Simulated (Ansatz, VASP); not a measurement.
One calculation of CaO, two programs

INCAR

```
PREC     = Accurate       # precision mode
ENCUT    = 600            # plane-wave cutoff, eV
EDIFF    = 1E-6           # SCF threshold, eV
ISMEAR   = -1             # smearing method
SIGMA    = 0.05           # smearing width, eV
LREAL    = F              # projectors in reciprocal space
LASPH    = T              # aspherical terms in the spheres
NELM     = 100            # most SCF steps
ALGO     = Normal         # electronic algorithm
ISIF     = 3              # what is computed and relaxed
LWAVE    = F              # write WAVECAR
LCHARG   = F              # write CHGCAR
GGA      = B5             # functional
ALDAX    = 1.0          
AGGAX    = 1.0          
AGGAC    = 1.0          
ALDAC    = 0.0          
IVDW     = 12             # dispersion correction
VDW_S6   = 1.0          
VDW_S8   = 2.6996       
VDW_A1   = 0.4298       
VDW_A2   = 4.2359       
IBRION   = 2              # ionic algorithm
NSW      = 60             # ionic steps
EDIFFG   = -0.01          # ionic threshold
```

Contents of KPOINTS:

```
regular mesh
0
Gamma
  10 10 10
```

POSCAR

```
CaO
1.0
    0.0000000000      2.4035556960      2.4035556960
    2.4035556960      0.0000000000      2.4035556960
    2.4035556960      2.4035556960      0.0000000000
Ca O
1 1
Direct
    0.0000000000      0.0000000000      0.0000000000
    0.5000000000      0.5000000000      0.5000000000
```

File input.yaml:

```yaml
crystal:
  lattice:
    - [0.0, 2.403555696, 2.403555696]
    - [2.403555696, 0.0, 2.403555696]
    - [2.403555696, 2.403555696, 0.0]
  atoms:
    - { symbol: Ca, position: [0.0, 0.0, 0.0] }
    - { symbol: O, position: [0.5, 0.5, 0.5] }
hamiltonian:
  xc: blyp
  pseudopotentials: { kind: paw }
  dispersion: d3bj
kpoints:
  mp_grid: { grid: [10, 10, 10] }
scf:
  occupations: { method: fermi_dirac, width: 0.05 }
output:
  forces: true
  stress: true
relax:
  f_tol: 0.01
  max_steps: 40
  cell: { stress_tol: 0.05 }
```

Alike in both runs: task relaxation of cell and atoms; functional BLYP; dispersion D3(BJ); k mesh 10 × 10 × 10; occupations fermi-dirac, width 0.05 eV; no spin polarisation.

|  | VASP | Ansatz |
| --- | --- | --- |
| version | VASP 6.6.1 | Ansatz 0.2.0 |
| potentials or method | VASP PAW PBE potentials, release 64 (Ca_sv, O) | Ansatz PAW |
| plane-wave cutoff (eV) | 600 | 420 |
| valence electrons in the cell | 16 | 16 |

VASP gave:

```
relaxed volume (Å³/atom)                                     : 13.58
relaxed cell length with the largest relative difference (Å) : 3.374
```

Which values does Ansatz return?

Relaxed volume (Å³/atom): 13.51; relaxed cell length with the largest relative difference (Å): 3.368.

VASP's potentials were made for PBE, not for BLYP.

Noted on Ansatz's run: the plane-wave basis is chosen anew once the cell has moved, so the energies of steps on either side of that aren't comparable.
